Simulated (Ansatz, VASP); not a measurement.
This is a calculation of Sn for VASP 6.6.1.

Contents of INCAR:

```
SYSTEM = Sn
PREC = Accurate
ENCUT = 520
EDIFF = 1E-7
ISMEAR = -1
SIGMA = 0.05
LREAL = .FALSE.
LASPH = .TRUE.
NELM = 80
ALGO = Fast
ISIF = 2
LWAVE = .FALSE.
LCHARG = .FALSE.
NBANDS = 21
```

File KPOINTS:

```
Automatic mesh
0
G
  7 7 7
  0 0 0
```

POSCAR

```
Sn
1.0
    0.0000000000      3.2758916636      3.2758916636
    3.2758916636      0.0000000000      3.2758916636
    3.2758916636      3.2758916636      0.0000000000
Sn
2
Direct
    0.7500000000      0.7500000000      0.7500000000
    0.5000000000      0.5000000000      0.5000000000
```

Potentials or basis: VASP PAW LDA potentials, release 64 (Sn_d).

Command:

```sh
$ cat potpaw_LDA.64/Sn_d/POTCAR > POTCAR
$ mpirun -np 1 vasp_std > vasp.out
```

**Question.** Set up the same calculation for Ansatz 0.2.0. Potentials there: all-electron LAPW, scalar-relativistic.

**Answer.** As run (the cutoff follows the program's own potentials):

The input input.yaml:

```yaml
crystal:
  lattice:
    - [0.0, 3.2758916636, 3.2758916636]
    - [3.2758916636, 0.0, 3.2758916636]
    - [3.2758916636, 3.2758916636, 0.0]
  atoms:
    - { symbol: Sn, position: [0.75, 0.75, 0.75] }
    - { symbol: Sn, position: [0.5, 0.5, 0.5] }
kpoints:
  mp_grid: { grid: [7, 7, 7] }
scf:
  occupations: { method: fermi_dirac, width: 0.05 }
hamiltonian:
  xc: lda
  pseudopotentials: { kind: all_electron, lapw: { basis_error: 0.001 } }
output:
  forces: true
  stress: true
  eigenvalues: true
```

Potentials or basis: all-electron LAPW, scalar-relativistic.

The run is started by

```console
$ ansatz run input.yaml --threads 1 --pin off --max-ram 3072MiB --backend cpu --events-out ev --progress --plain --runs-dir out
```

Both were run:

|  | VASP | Ansatz | Ansatz less VASP |
| --- | --- | --- | --- |
| gap on the k mesh at the Fermi level (eV) | none | none | - |
| pressure (GPa) | -1.5 | -1.4 | +0.02 |

LDA's correlation is that of Perdew and Zunger in VASP and of Perdew and Wang (1992) in Ansatz. A gap of «none» marks a metal or a gap that the smearing closes. Ansatz ran all-electron here, and VASP with PAW potentials.
